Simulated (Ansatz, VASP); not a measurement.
**One calculation of BN, two programs**

```
B N
1.0
     0.00000    1.80750    1.80750
     1.80750    0.00000    1.80750
     1.80750    1.80750    0.00000
B N
1 1
Direct
  0.00000 0.00000 0.00000
  0.75000 0.75000 0.75000
```

Alike in both runs: task electric field gradients; functional r2SCAN; k mesh 13 × 13 × 13; occupations fermi-dirac, width 0.03 eV; no spin polarisation.

|  | VASP | Ansatz |
| --- | --- | --- |
| version | VASP 6.6.1 | Ansatz 0.2.0 |
| potentials or method | VASP PAW PBE potentials, release 64 (B, N) | PAW with Ansatz's default frozen-core files, scalar-relativistic |
| plane-wave cutoff (eV) | 520 | 500 |
| valence electrons in the cell | 8 | 8 |

```csv
,VASP,Ansatz,Ansatz less VASP
gap on the k mesh at the Fermi level (eV),5.05,5.07,+0.021
pressure (GPa),-0.6,-1.7,-1.09
```

VASP's potentials were made for PBE, not for r2SCAN.
